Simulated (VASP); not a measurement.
Input of a VASP 6.6.1 run:

Contents of INCAR:

```
  PREC = Accurate
  ENCUT = 520
  EDIFF = 1E-6
  ISMEAR = -1
  SIGMA = 0.05
  LREAL = Auto
  LASPH = True
  NELM = 100
  ALGO = Normal
  ISIF = 2
  LWAVE = False
  LCHARG = False
  GGA = PS
  NBANDS = 164
  NELECT = 254.0
  ISYM = 0
```

File KPOINTS:

```
Automatic mesh
0
Gamma
  1 1 1
  0.25 0.25 0.25
```

The input POSCAR:

```
Mg33O31
1.0
    8.4288080000      0.0000000000      0.0000000000
    0.0000000000      8.4288080000      0.0000000000
    0.0000000000      0.0000000000      8.4288080000
O Mg
31 33
Direct
    0.2499370000      0.0003240000      0.0002220000
    0.2499160000      0.0002620000      0.5003280000
    0.2499490000      0.5002560000      0.9995640000
    0.7498930000      0.0002640000      0.0003590000
    0.7500310000      0.0002820000      0.5003000000
    0.7498800000      0.5002500000      0.0003780000
    0.7507700000      0.5002770000      0.5003430000
    0.9978440000      0.2497100000      0.9989820000
    0.9844600000      0.2364990000      0.5009440000
    0.9979390000      0.7508720000      0.9978570000
    0.9862900000      0.7621910000      0.5018150000
    0.5018480000      0.2496740000      0.0026790000
    0.5140630000      0.2385410000      0.4990120000
    0.5019650000      0.7507760000      0.0015850000
    0.5159010000      0.7639680000      0.4998780000
    0.9976400000      0.0006620000      0.2479960000
    0.9984930000      0.9994240000      0.7518070000
    0.9802920000      0.5004240000      0.2303270000
    0.9995490000      0.5010390000      0.7504600000
    0.5012880000      0.0011230000      0.2489080000
    0.5022010000      0.9999230000      0.7526600000
    0.5001670000      0.4994180000      0.2504280000
    0.5199570000      0.5000600000      0.7699440000
    0.2509660000      0.2416870000      0.2395600000
    0.2491820000      0.2329880000      0.7692110000
    0.2504310000      0.7675100000      0.2309010000
    0.2487440000      0.7590470000      0.7607060000
    0.7478590000      0.2498720000      0.2483710000
    0.7515330000      0.2494270000      0.7525420000
    0.7484430000      0.7510520000      0.2481580000
    0.7521090000      0.7506870000      0.7523420000
    0.2517700000      0.5001460000      0.4985840000
    0.9989660000      0.0001790000      0.9995620000
    0.9925480000      0.9998020000      0.5001260000
    0.9937130000      0.5003900000      0.9947560000
    0.9777990000      0.4981540000      0.4865790000
    0.5008550000      0.0003200000      0.0011570000
    0.5073380000      0.0007530000      0.5004890000
    0.5059440000      0.5001670000      0.0055310000
    0.5242910000      0.5021200000      0.5150910000
    0.2500140000      0.2431050000      0.0026300000
    0.2478100000      0.2260930000      0.5071590000
    0.2498980000      0.7575150000      0.9975290000
    0.2510040000      0.7743650000      0.4943910000
    0.7497770000      0.2494450000      0.0005350000
    0.7495880000      0.2431020000      0.5004380000
    0.7499540000      0.7510810000      0.0002320000
    0.7508020000      0.7573740000      0.5001680000
    0.2497350000      0.0027930000      0.2428520000
    0.2501440000      0.9977730000      0.7577640000
    0.2350380000      0.5066690000      0.2259490000
    0.2637140000      0.4940020000      0.7726350000
    0.7491130000      0.0004690000      0.2493470000
    0.7506650000      0.0000190000      0.7513420000
    0.7448260000      0.5004350000      0.2443190000
    0.7554370000      0.5001020000      0.7565270000
    0.0010870000      0.2524640000      0.2520750000
    0.0031680000      0.2501170000      0.7476370000
    0.0014480000      0.7489610000      0.2510370000
    0.0025040000      0.7497920000      0.7473230000
    0.4971610000      0.2508980000      0.2535040000
    0.4984690000      0.2515840000      0.7495770000
    0.4963510000      0.7501650000      0.2533790000
    0.4988270000      0.7480410000      0.7484040000
```

Potentials or basis: VASP PAW PBE potentials, release 64 (O, Mg).

Run with:

```sh
$ cat potpaw_PBE.64/O/POTCAR potpaw_PBE.64/Mg/POTCAR > POTCAR
$ mpirun -np 1 vasp_std > vasp.out
```

Task: What does it give for the largest force?

Result: 0.255 eV/Å.

Forces on the atoms (eV/Å):
```
O    0.000 -0.002  0.000
O    0.003  0.000 -0.003
O    0.001  0.002 -0.004
O    0.000  0.000  0.001
O    0.000 -0.001  0.002
O    0.000  0.001  0.001
O    0.008  0.000 -0.001
O    0.020 -0.038  0.031
O    0.097 -0.054 -0.019
O    0.020  0.036  0.023
O    0.156  0.026 -0.083
O   -0.020 -0.035 -0.025
O   -0.155 -0.029  0.081
O   -0.021  0.039 -0.030
O   -0.094  0.051  0.022
O    0.020  0.016  0.023
O    0.020  0.013 -0.020
O    0.000 -0.003 -0.014
O   -0.153 -0.043  0.180
O   -0.018 -0.010  0.019
O   -0.019 -0.017 -0.024
O    0.154  0.043 -0.177
O    0.002  0.001  0.015
O   -0.052 -0.095  0.048
O    0.039  0.083 -0.238
O   -0.040 -0.081  0.238
O    0.052  0.093 -0.052
O    0.050 -0.040  0.022
O   -0.006 -0.036 -0.021
O    0.006  0.038  0.019
O   -0.050  0.039 -0.024
Mg   0.012 -0.011 -0.015
Mg  -0.012  0.011  0.009
Mg  -0.032 -0.020 -0.009
Mg  -0.030 -0.013 -0.046
Mg  -0.089  0.032  0.098
Mg   0.012 -0.011 -0.010
Mg   0.030  0.019  0.008
Mg   0.030  0.010  0.045
Mg   0.088 -0.021 -0.083
Mg  -0.010  0.035  0.027
Mg   0.009  0.039 -0.040
Mg   0.010 -0.036 -0.028
Mg  -0.022 -0.039  0.055
Mg   0.010  0.030  0.013
Mg  -0.012  0.031 -0.007
Mg  -0.011 -0.031 -0.012
Mg   0.011 -0.027  0.007
Mg  -0.009  0.019 -0.018
Mg   0.010 -0.019  0.019
Mg   0.083 -0.039 -0.066
Mg  -0.095  0.045  0.065
Mg   0.007  0.011 -0.009
Mg  -0.008 -0.010  0.007
Mg  -0.048 -0.008 -0.025
Mg   0.047  0.007  0.026
Mg  -0.030  0.004 -0.045
Mg  -0.044  0.075  0.041
Mg  -0.061  0.014 -0.026
Mg  -0.012 -0.091 -0.006
Mg   0.009  0.092  0.010
Mg   0.060 -0.014  0.024
Mg   0.044 -0.078 -0.041
Mg   0.031 -0.004  0.047
```

Caveat: the k points lie up to 0.75 Å⁻¹ apart; the cell carries a net charge on a neutralising background, which shifts energy and pressure; the PAW data sets were made with another functional, which shifts forces and pressure a little.
